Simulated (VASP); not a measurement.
Here is a VASP 6.6.1 calculation.

INCAR

```
PREC = Accurate
ENCUT = 520
EDIFF = 1E-6
ISMEAR = 0
SIGMA = 0.15
LREAL = False
LASPH = True
NELM = 80
ALGO = Normal
ISIF = 2
LWAVE = False
LCHARG = True
GGA = PS
IVDW = 12
LELF = True
LVHAR = True
NBANDS = 30
```

File KPOINTS:

```
regular mesh
0
Gamma
  12 12 12
```

Contents of POSCAR:

```
Ga3Se
1.0
    4.2249181734      0.0950606589      0.0000000000
    0.0950606589      4.2249181734      0.0000000000
    0.0000000000      0.0000000000      4.2249181734
Ga Se
3 1
Direct
    0.0000000000      0.5000000000      0.5000000000
    0.5000000000      0.0000000000      0.5000000000
    0.5000000000      0.5000000000      0.0000000000
    0.0000000000      0.0000000000      0.0000000000
```

Potentials or basis: VASP PAW PBE potentials, release 64 (Ga_d, Se).

Run with:

```bash
$ cat potpaw_PBE.64/Ga_d/POTCAR potpaw_PBE.64/Se/POTCAR > POTCAR
$ mpirun -np 1 vasp_std > vasp.out
```

Q: Predict the pressure.

A: 0.3 GPa.

Q: Estimate the band gap on the k mesh.

A: Zero (an odd number of electrons rules out a gap without spin polarisation).

Stress tensor (GPa, compression positive):
```
 0.35 -0.38  0.00
-0.38  0.35  0.00
 0.00  0.00  0.10
```

Caveat: the cell differs from its parent crystal (strain +0.0450 x Voigt [0, 0, 0, 0, 0, 1]); the PAW data sets were made with another functional, which shifts forces and pressure a little.
